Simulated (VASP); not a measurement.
# Zr2AlN3 (P4mm) in VASP: single point with PBE

Aim: the single point of Zr2AlN3 with PBE.

All numbers are computed with VASP 6.6.1; they aren't measurements. Logs are shortened: lines on timing, memory, paths and dates and some standing lists are left out, and cuts for length are marked.

## (1) The cell of the first run

Symmetry: P4mm, No. 99, tetragonal system. Conventional cell: a = 4.049 Å, b = 4.049 Å, c = 5.814 Å, α = 90.00°, β = 90.00°, γ = 90.00°. Zr (site symmetry 2mm) has 2 Al at 2.27 Å and 2 N at 2.37 Å and 4 Zr at 2.86 Å within 3.0 Å. Al (site symmetry 4mm) has 2 N at 1.90 to 2.25 Å and 4 Zr at 2.27 Å within 2.5 Å. N (site symmetry 4mm) has 8 N at 2.87 to 3.25 Å and 8 Zr at 3.43 to 3.65 Å and 4 Al at 3.50 Å within 3.8 Å. N (site symmetry 4mm) has 1 N at 1.66 Å and 1 Al at 1.90 Å within 2.2 Å. N (site symmetry 4mm) has 1 N at 1.66 Å within 2.2 Å.

## (2) Single point, PBE

INCAR

```
SYSTEM = Zr2AlN3
PREC = Accurate
ENCUT = 520
EDIFF = 1E-6
ISMEAR = 0
SIGMA = 0.1
LREAL = .False.
LASPH = .True.
NELM = 60
ALGO = Normal
ISIF = 2
LWAVE = .False.
LCHARG = .True.
GGA = PE
LELF = .True.
LVHAR = .True.
NBANDS = 30
```

KPOINTS

```
Automatic mesh
0
Gamma
  4 4 4
  0 0 0
```

POSCAR

```
Zr2AlN3
1.0
    4.0489452900      0.0000000000      0.0000000000
    0.0000000000      4.0489452900      0.0000000000
    0.0000000000      0.0000000000      5.8143015100
Zr Al N
2 1 3
Direct
    0.5000000000      0.0000000000      0.4032978600
    0.0000000000      0.5000000000      0.4032978600
    0.5000000000      0.5000000000      0.2270430800
    0.0000000000      0.0000000000      0.8805363100
    0.5000000000      0.5000000000      0.8997843900
    0.5000000000      0.5000000000      0.6147806300
```

Potentials or basis: VASP PAW PBE potentials, release 64 (Zr_sv, Al, N).

On the command line:

```bash
> cat potpaw_PBE.64/Zr_sv/POTCAR potpaw_PBE.64/Al/POTCAR potpaw_PBE.64/N/POTCAR > POTCAR
> mpirun -np 1 vasp_std > vasp.out
```

OUTCAR:

```text
SYSTEM = Zr2AlN3
   PREC = Accurate
   ENCUT = 520
   EDIFF = 1E-6
   ISMEAR = 0
   LREAL = .False.
   LASPH = .True.
   NELM = 60
   ISIF = 2
   GGA = PE

 ion  position               nearest neighbor table
   1  0.500  0.000  0.403-   3 2.27   3 2.27   6 2.37   6 2.37   2 2.86   2 2.86   2 2.86   2 2.86

   2  0.000  0.500  0.403-   3 2.27   3 2.27   6 2.37   6 2.37   1 2.86   1 2.86   1 2.86   1 2.86

   3  0.500  0.500  0.227-   5 1.90   6 2.25   1 2.27   2 2.27   1 2.27   2 2.27
   4  0.000  0.000  0.881-
   5  0.500  0.500  0.900-   6 1.66   3 1.90
   6  0.500  0.500  0.615-   5 1.66   3 2.25   1 2.37   2 2.37   1 2.37   2 2.37

  LATTYP: Found a simple tetragonal cell.
 ALAT       =     4.0489452900
 C/A-ratio  =     1.4360039698

  Lattice vectors:

 A1 = (   4.0489452900,   0.0000000000,   0.0000000000)
 A2 = (   0.0000000000,   4.0489452900,   0.0000000000)
 A3 = (   0.0000000000,   0.0000000000,   5.8143015100)

Analysis of symmetry for initial positions (statically):
=====================================================================
 Subroutine PRICEL returns:
 Original cell was already a primitive cell.

 Routine SETGRP: Setting up the symmetry group for a
 simple tetragonal supercell.

 Subroutine GETGRP returns: Found  8 space group operations
 (whereof  8 operations were pure point group operations)
 out of a pool of 16 trial point group operations.

The static configuration has the point symmetry C_4v.

Analysis of symmetry for dynamics (positions and initial velocities):
=====================================================================
 Subroutine PRICEL returns:
 Original cell was already a primitive cell.

 Routine SETGRP: Setting up the symmetry group for a
 simple tetragonal supercell.

 Subroutine GETGRP returns: Found  8 space group operations
 (whereof  8 operations were pure point group operations)
 out of a pool of 16 trial point group operations.

The dynamic configuration has the point symmetry C_4v.

 Subroutine INISYM returns: Found  8 space group operations
 (whereof  8 operations are pure point group operations),
 and found     1 'primitive' translations

----------------------------------------------------------------------------------------

                                     Primitive cell

  volume of cell :      95.3194

  direct lattice vectors                    reciprocal lattice vectors
     4.048945290  0.000000000  0.000000000     0.246977899  0.000000000  0.000000000
     0.000000000  4.048945290  0.000000000     0.000000000  0.246977899  0.000000000
     0.000000000  0.000000000  5.814301510     0.000000000  0.000000000  0.171989705

  length of vectors
     4.048945290  4.048945290  5.814301510     0.246977899  0.246977899  0.171989705

  position of ions in fractional coordinates (direct lattice)
     0.500000000  0.000000000  0.403297860
     0.000000000  0.500000000  0.403297860
     0.500000000  0.500000000  0.227043080
     0.000000000  0.000000000  0.880536310
     0.500000000  0.500000000  0.899784390
     0.500000000  0.500000000  0.614780630

  ion indices of the primitive-cell ions
   primitive index   ion index
                 1           1
                 2           2
                 3           3
                 4           4
                 5           5
                 6           6

----------------------------------------------------------------------------------------

 KPOINTS: Automatic mesh

Automatic generation of k-mesh.
 Grid dimensions read from file:
 generate k-points for:    4    4    4

 Generating k-lattice:

  Cartesian coordinates                     Fractional coordinates (reciprocal lattice)
     0.061744475  0.000000000  0.000000000     0.250000000  0.000000000  0.000000000
     0.000000000  0.061744475  0.000000000     0.000000000  0.250000000  0.000000000
     0.000000000  0.000000000  0.042997426     0.000000000  0.000000000  0.250000000

  Length of vectors
     0.061744475  0.061744475  0.042997426

  Shift w.r.t. Gamma in fractional coordinates (k-lattice)
     0.000000000  0.000000000  0.000000000

 Subroutine IBZKPT returns following result:
 ===========================================

 Found     18 irreducible k-points:

 Following reciprocal coordinates:
            Coordinates               Weight
  0.000000  0.000000  0.000000      1.000000
  0.250000  0.000000  0.000000      4.000000
  0.500000  0.000000  0.000000      2.000000
  0.250000  0.250000  0.000000      4.000000
  0.500000  0.250000  0.000000      4.000000
  0.500000  0.500000  0.000000      1.000000
[... 10 lines left out ...]
  0.500000  0.250000  0.500000      4.000000
  0.500000  0.500000  0.500000      1.000000
   k-points           NKPTS =     18   k-points in BZ     NKDIM =     18   number of bands    NBANDS=     30
   number of dos      NEDOS =    301   number of ions     NIONS =      6
   total plane-waves  NPLWV =  43200
   dimension x,y,z NGX =    30 NGY =   30 NGZ =   48
   dimension x,y,z NGXF=    60 NGYF=   60 NGZF=   96
   ions per type =               2   1   3
   NGX,Y,Z   is equivalent  to a cutoff of  12.32, 12.32, 13.72 a.u.
   NGXF,Y,Z  is equivalent  to a cutoff of  24.64, 24.64, 27.45 a.u.
 SYSTEM =  Zr2AlN3
   PREC   = accura    normal or accurate (medium, high low for compatibility)
   ISTART =      0    job   : 0-new  1-cont  2-samecut
   ICHARG =      2    charge: 1-file 2-atom 10-const
   ISPIN  =      1    spin polarized calculation?
   LNONCOLLINEAR =      F non collinear calculations
   LSORBIT =      F    spin-orbit coupling
   LASPH  =      T    aspherical Exc in radial PAW
   ENCUT  =  520.0 eV  38.22 Ry    6.18 a.u.   7.53  7.53 10.81*2*pi/ulx,y,z
   NELM   =     60;   NELMIN=  2; NELMDL= -5     # of ELM steps
   EDIFF  = 0.1E-05   stopping-criterion for ELM
   LREAL  =      F    real-space projection
   EDIFFG = 0.1E-04   stopping-criterion for IOM
   NSW    =      0    number of steps for IOM
   IBRION =     -1    ionic relax: 0-MD 1-quasi-New 2-CG
   NFREE  =      0    steps in history (QN), initial steepest desc. (CG)
   ISIF   =      2    stress and relaxation
   ISYM   =      2    0-nonsym 1-usesym 2-fastsym
   POTIM  = 0.5000    time-step for ionic-motion
   TEBEG  =    0.0;   TEEND  =   0.0 temperature during run
   PSTRESS=    0.0 pullay stress
   NELECT =      42.0000    total number of electrons
   NUPDOWN=      -1.0000    fix difference up-down
   EMIN   =  10.00;   EMAX   =-10.00  energy-range for DOS
   EFERMI =   0.00;   METHOD = LEGACY
   ISMEAR =     0;   SIGMA  =   0.10  broadening in eV -4-tet -1-fermi 0-gaus
   EFERMI_NEDOS =   21; number of points for ismear=-14 and -15
   IALGO  =     38    algorithm
   IMIX   =      4    mixing-type and parameters
     AMIX     =   0.40;   BMIX     =  1.00
     AMIX_MAG =   1.60;   BMIX_MAG =  1.00
  volume/ion in A,a.u.               =      15.89       107.21
  Fermi-wavevector in a.u.,A,eV,Ry     =   1.245750  2.354126 21.114778  1.551892
  Thomas-Fermi vector in A             =   2.379958
   LORBIT       =      0    0 simple, 1 ext, 2 COOP (PROOUT), +10 PAW based schemes
   GGA     = PE    functional components
   LHFCALC =     F    Hartree Fock is set to
   AEXX    =    0.0000 exact exchange contribution
   IVDW    =     0    specifies the selected vdW correction
   LEPSILON=     F    determine dielectric tensor
   LRPA    =     F    only Hartree local field effects (RPA)
 non-spin polarized calculation
 Gauss-broadening in eV      SIGMA  =   0.10
  energy-cutoff  :      520.00
  volume of cell :       95.32
 maximum number of plane-waves:      2598
   NGX = 15   NGY = 15   NGZ = 21

 number of electron      41.9999999 magnetization

 Free energy of the ion-electron system (eV)
  ---------------------------------------------------
  ext. energy  EPLUGINS =         0.00000000
  ---------------------------------------------------
  free energy    TOTEN  =       -30.93486510 eV

  energy without entropy =      -30.89086569  energy(sigma->0) =      -30.91286540

 E-fermi :   5.6026     XC(G=0): -10.2821

 val. band max:        5.6001282681   @ k =   0.5000   0.0000   0.0000
 cond. band min:       5.6031818454   @ k =   0.2500   0.0000   0.5000
 fundamental gap:      0.0030535773
 Fermi energy:         5.6025553044

 k-point     1 :       0.0000    0.0000    0.0000
  band No.  band energies     occupation
      1     -42.9598      2.00000
      2     -42.6024      2.00000
      3     -21.6609      2.00000
      4     -21.6609      2.00000
      5     -21.2306      2.00000
      6     -20.8328      2.00000
[... 22 lines left out ...]
     29      10.0357      0.00000
     30      10.5892      0.00000

 k-point     2 :       0.2500    0.0000    0.0000
  band No.  band energies     occupation
      1     -42.9071      2.00000
      2     -42.6543      2.00000
      3     -21.5565      2.00000
      4     -21.5082      2.00000
      5     -21.1678      2.00000
      6     -20.8861      2.00000
[... 22 lines left out ...]
     29       9.3484      0.00000
     30      10.5927      0.00000

 k-point     3 :       0.5000    0.0000    0.0000
  band No.  band energies     occupation
      1     -42.7820      2.00000
      2     -42.7788      2.00000
      3     -21.3756      2.00000
      4     -21.2518      2.00000
      5     -21.0314      2.00000
      6     -21.0135      2.00000
[... 22 lines left out ...]
     29       8.9477      0.00000
     30       9.6282      0.00000

 k-point     4 :       0.2500    0.2500    0.0000
  band No.  band energies     occupation
      1     -42.8688      2.00000
      2     -42.6899      2.00000
      3     -21.8807      2.00000
      4     -21.1207      2.00000
      5     -21.0792      2.00000
      6     -21.0140      2.00000
[... 418 lines left out ...]
     29       9.5296      0.00000
     30      10.3163      0.00000

 k-point    17 :       0.5000    0.2500    0.5000
  band No.  band energies     occupation
      1     -42.7787      2.00000
      2     -42.7771      2.00000
      3     -21.9675      2.00000
      4     -21.3686      2.00000
      5     -21.0203      2.00000
      6     -21.0109      2.00000
[... 22 lines left out ...]
     29       8.8873      0.00000
     30       9.9646      0.00000

 k-point    18 :       0.5000    0.5000    0.5000
  band No.  band energies     occupation
      1     -42.7755      2.00000
      2     -42.7755      2.00000
      3     -22.2361      2.00000
      4     -21.5834      2.00000
      5     -21.0081      2.00000
      6     -21.0081      2.00000
[... 22 lines left out ...]
     29       8.8718      0.00000
     30       9.2956      0.00000

------------------------ aborting loop because EDIFF is reached ----------------------------------------

  FORCE on cell =-STRESS in cart. coord.  units (eV):
  Direction    XX          YY          ZZ          XY          YZ          ZX
  --------------------------------------------------------------------------------------
  -------------------------------------------------------------------------------------
  Total       21.1610486     21.1610486     -8.0499827      0.0000000      0.0000000      0.0000000
  in kB      355.6856969    355.6856969   -135.3082150      0.0000000      0.0000000      0.0000000
  external PRESSURE =     192.0210596 kB  Pullay stress =       0.0000000 kB

 VOLUME and BASIS-vectors are now :
 -----------------------------------------------------------------------------
  energy-cutoff  :      520.00
  volume of cell :       95.32
      direct lattice vectors                 reciprocal lattice vectors
     4.048945290  0.000000000  0.000000000     0.246977899  0.000000000  0.000000000
     0.000000000  4.048945290  0.000000000     0.000000000  0.246977899  0.000000000
     0.000000000  0.000000000  5.814301510     0.000000000  0.000000000  0.171989705

 POSITION                                       TOTAL-FORCE (eV/Angst)
 -----------------------------------------------------------------------------------
      2.02447      0.00000      2.34490        -0.000000     -0.000000      5.934963
      0.00000      2.02447      2.34490         0.000000     -0.000000      5.934963
      2.02447      2.02447      1.32010        -0.000000      0.000000    -10.970883
      0.00000      0.00000      5.11970         0.000000     -0.000000      0.461593
      2.02447      2.02447      5.23162        -0.000000     -0.000000     -3.925387
      2.02447      2.02447      3.57452        -0.000000      0.000000      2.564751
 -----------------------------------------------------------------------------------
    total drift:                                0.000000     -0.000000      0.000590

  FREE ENERGIE OF THE ION-ELECTRON SYSTEM (eV)
  ---------------------------------------------------
  free  energy   TOTEN  =       -30.9348651044 eV

  energy  without entropy=      -30.8908656888  energy(sigma->0) =      -30.91286540
```

Wall time 32 s (1 thread of Intel Xeon 6975P-C (Granite Rapids), shared host); peak memory 0.21 GiB.

Results:

- Free energy: -30.9349 eV
- Pressure: 19.2 GPa
- Largest force: 10.971 eV/Å
- Band gap on the k mesh: zero (band 21 reaches 6.34 eV, above the bottom of band 22 at 5.54 eV)

Forces on the atoms (eV/Å):
```
Zr    0.000   0.000   5.935
Zr    0.000   0.000   5.935
Al    0.000   0.000 -10.971
N     0.000   0.000   0.462
N     0.000   0.000  -3.925
N     0.000   0.000   2.565
```

Stress tensor (GPa, compression positive):
```
 35.57   0.00   0.00
  0.00  35.57   0.00
  0.00   0.00 -13.53
```

Levels at points of the mesh, in eV from the Fermi level:
```csv
k point,band 17,band 18,band 19,band 20,band 21,band 22,band 23,band 24,band 25,band 26
"(0.00, 0.00, 0.00)",-2.13,-2.13,-1.47,-1.40,-0.34,0.28,0.28,1.36,1.36,2.59
"(0.50, 0.00, 0.00)",-1.58,-1.14,-0.92,-0.49,-0.45,0.00,0.51,0.61,0.98,1.80
"(0.50, 0.50, 0.00)",-2.45,-2.27,-0.57,-0.57,0.74,0.74,0.92,1.75,1.75,2.27
"(0.00, 0.00, 0.50)",-2.29,-1.14,-1.14,-0.77,0.18,0.18,0.61,0.61,1.46,2.88
"(0.50, 0.00, 0.50)",-1.24,-1.02,-0.70,-0.53,-0.14,0.25,0.53,0.61,1.44,1.65
"(0.50, 0.50, 0.50)",-3.14,-1.20,-0.95,-0.21,-0.21,0.62,0.62,1.70,1.70,2.41
```

Caveat: the k points lie up to 0.39 Å⁻¹ apart; forces of over 1 eV/Å act on the atoms, so gaps and moduli don't describe the material at rest.
